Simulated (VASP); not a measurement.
A run of VASP 6.6.1 is set up as follows.

INCAR

```
PREC = Accurate ; ENCUT = 600
EDIFF = 1E-7 ; ISMEAR = 0
SIGMA = 0.1 ; LREAL = F
LASPH = T ; NELM = 60
ALGO = Normal ; ISIF = 3
LWAVE = F ; LCHARG = F
GGA = PE ; IBRION = 2
NSW = 90 ; EDIFFG = -0.04
```

KPOINTS

```
regular mesh
0
Gamma
  6 6 4
```

File POSCAR:

```
Ta2P3Au
1.0
    5.2224438264      0.0000000000      0.0000000000
   -2.6112219132      4.5227690235      0.0000000000
    0.0000000000      0.0000000000      4.1828129080
Ta P Au
2 3 1
Direct
    0.3333333333      0.6666666667      0.0000000000
    0.6666666667      0.3333333333      0.0000000000
    0.5000000000      0.0000000000      0.5000000000
    0.5000000000      0.5000000000      0.5000000000
    0.0000000000      0.5000000000      0.5000000000
    0.0000000000      0.0000000000      0.0000000000
```

Potentials or basis: VASP PAW PBE potentials, release 64 (Ta_pv, P, Au).

Command:

```sh
$ cat potpaw_PBE.64/Ta_pv/POTCAR potpaw_PBE.64/P/POTCAR potpaw_PBE.64/Au/POTCAR > POTCAR
$ mpirun -np 1 vasp_std > vasp.out
```

Q: Estimate the space group after relaxing (to 0.1 Å).

A: P6/mmm (No. 191).

Q: Estimate the relaxed cell.

A: a = 5.259 Å, b = 5.259 Å, c = 4.149 Å, α = 90.00°, β = 90.00°, γ = 120.00°.

Q: Predict the band gap on the k mesh.

A: Zero (bands 24 and 25 overlap by 1.22 eV).

Step by step:
| step | energy change (eV) | largest force (eV/Å) | pressure (GPa) | volume (Å³) |
| --- | --- | --- | --- | --- |
| 1 | 0.0000 | 0.0000 | 0.45 | 98.80 |
| 2 | -0.0074 | 0.0000 | -0.24 | 99.46 |
| 3 | -0.0077 | 0.0000 | -0.39 | 99.61 |
| 4 | -0.0074 | 0.0000 | 0.53 | 99.09 |
| 5 | -0.0081 | 0.0000 | 0.00 | 99.38 |

Caveat: the k points lie up to 0.38 Å⁻¹ apart in the final cell, too coarse for converged energies and pressures of a metal; spin-orbit coupling is left out, which moves the levels of the heavy elements.
